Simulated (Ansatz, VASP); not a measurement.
## One calculation of Ge, two programs

```xyz
8
Lattice="5.0470 2.9139 2.1870 -5.0470 2.9139 2.1870 0.0000 -5.8278 2.1870" Properties=species:S:1:pos:R:3 pbc="T T T"
Ge    0.0000    0.0000    4.6979
Ge    0.0000    0.0000    1.8632
Ge   -3.5123   -0.9065    2.8219
Ge    2.5412   -2.5885    2.8219
Ge    0.9711    3.4949    2.8219
Ge    3.5123    0.9065    3.7392
Ge   -2.5412    2.5885    3.7392
Ge   -0.9711   -3.4949    3.7392
```

Alike in both runs: task single point; functional PBEsol; k mesh 9 × 9 × 9; occupations gaussian, width 0.15 eV; no spin polarisation.

```csv
,VASP,Ansatz
version,VASP 6.6.1,Ansatz 0.2.0
potentials or method,"VASP PAW PBE potentials, release 64 (Ge_d), cutoff 520 eV","scalar-relativistic, plane waves, PAW"
valence electrons in the cell,112,112
```

```tsv
	VASP	Ansatz	Ansatz less VASP
gap on the k mesh at the Fermi level (eV)	none	none	-
pressure (GPa)	-7.5	-7.4	+0.06
traceless stress, the component that is largest in VASP (GPa)	-4.36	-4.36	0.000
rms of the force components (eV/Å)	0.265	0.266	+0.0008
```

VASP's potentials were made for PBE, not for PBEsol, and Ansatz warns of the same on its side. Atom by atom the forces differ by 0.002 eV/Å (rms over components). A gap of «none» marks a metal or a gap that the smearing closes.
